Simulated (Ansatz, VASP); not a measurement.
## Sn: VASP beside Ansatz

The input POSCAR:

```
Sn
1.0
   -1.6833755250      1.7311583250      2.3383420000
    1.6833755250     -1.7311583250      2.3383420000
    1.6833755250      1.7311583250     -2.3383420000
Sn
1
Direct
    0.0000000000      0.0000000000      0.0000000000
```

INCAR.step1

```
SYSTEM = Sn
ALGO = Normal
EDIFF = 1E-4
ENCUT = 520
GGA = PE
ISMEAR = 0
LASPH = .TRUE.
LCHARG = .FALSE.
LREAL = .FALSE.
LWAVE = .TRUE.
NBANDS = 13
NELM = 100
PREC = Accurate
SIGMA = 0.15
```

The input INCAR.step2:

```
SYSTEM = Sn
ALGO = Normal
EDIFF = 1E-6
ENCUT = 520
ISIF = 2
ISMEAR = 0
ISTART = 1
LASPH = .TRUE.
LCHARG = .FALSE.
LMIXTAU = .TRUE.
LREAL = .FALSE.
LWAVE = .FALSE.
METAGGA = R2SCAN
NBANDS = 13
NELM = 100
PREC = Accurate
SIGMA = 0.15
```

Contents of KPOINTS:

```
k-points
0
G
  20 20 20
  0 0 0
```

Input for Ansatz:

```yaml
crystal:
  lattice:
    - [-1.683375525, 1.731158325, 2.338342]
    - [1.683375525, -1.731158325, 2.338342]
    - [1.683375525, 1.731158325, -2.338342]
  atoms:
    - { symbol: Sn, position: [0.0, 0.0, 0.0] }
basis:
  ecutwfc: 500
kpoints:
  mp_grid: { grid: [20, 20, 20] }
hamiltonian:
  xc: r2scan
scf:
  occupations: { method: gaussian, width: 0.15 }
output:
  forces: true
  stress: true
  eigenvalues: true
```

Change from the starting cell: strain -0.0250 x Voigt [1, 1, 0, 0, 0, 0], atoms carried along.

Alike in both runs: task single point; functional r2SCAN; k mesh 20 × 20 × 20; occupations gaussian, width 0.15 eV; no spin polarisation.

```csv
,VASP,Ansatz
version,VASP 6.6.1,Ansatz 0.2.0
potentials or method,"VASP PAW PBE potentials, release 64 (Sn_d), cutoff 520 eV","scalar-relativistic, plane waves, PAW"
valence electrons in the cell,14,14
```

Ansatz gave:

| Quantity | Value |
| --- | --- |
| gap on the k mesh at the Fermi level (eV) | none |
| pressure (GPa) | 0.2 |
| traceless stress, the component that is largest in VASP (GPa) | 0.50 |

Which values does VASP return?

gap on the k mesh at the Fermi level (eV): none; pressure (GPa): 0.2; traceless stress, the component that is largest in VASP (GPa): 0.51.

VASP's potentials were made for PBE, not for r2SCAN. A gap of «none» marks a metal or a gap that the smearing closes. The functional is the same, so the differences come from potentials, cutoffs and numerics.
